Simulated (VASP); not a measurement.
Wanted: the native input for a VASP 6.6.1 run.

* Task: single point
* Functional: PBE
* Potentials or basis: VASP PAW PBE potentials, release 64 (Si, Ni)
* Cutoff: 520 eV
* k mesh: 14 × 14 × 14
* Occupations: gaussian, width 0.15 eV
* Spin: no spin polarisation
* Dipole correction: no
* Further INCAR settings: ALGO = Fast; EDIFF = 1e-06; NBANDS = 25

The structure of SiNi3 lies in POSCAR:

```
SiNi3
1.0
    3.5062596409      0.0000000000      0.0000000000
    0.0000000000      3.5062596409      0.0000000000
    0.0000000000      0.0000000000      3.5062596409
Si Ni
1 3
Direct
    0.0000000000      0.0000000000      0.0000000000
    0.0000000000      0.5000000000      0.5000000000
    0.5000000000      0.0000000000      0.5000000000
    0.5000000000      0.5000000000      0.0000000000
```

These files were run (other wordings do the same):

INCAR

```
PREC = Accurate
ENCUT = 520
EDIFF = 1E-6
ISMEAR = 0
SIGMA = 0.15
LREAL = F
LASPH = T
NELM = 80
ALGO = Fast
ISIF = 2
LWAVE = F
LCHARG = F
GGA = PE
NBANDS = 25
```

KPOINTS

```
Automatic mesh
0
Gamma
  14 14 14
```

Potentials or basis: VASP PAW PBE potentials, release 64 (Si, Ni).

Launch:

```sh
$ cat potpaw_PBE.64/Si/POTCAR potpaw_PBE.64/Ni/POTCAR > POTCAR
$ mpirun -np 1 vasp_std > vasp.out
```

It gave:

```yaml
Pressure: 0.1 GPa
Band_gap_on_the_k_mesh: zero (band 17 reaches 10.68 eV, above the bottom of band 18 at 10.45 eV)
```

It took 60 s on 1 thread of Intel(R) Xeon(R) 6975P-C (Granite Rapids), with other jobs on the host, peak memory 0.23 GiB.
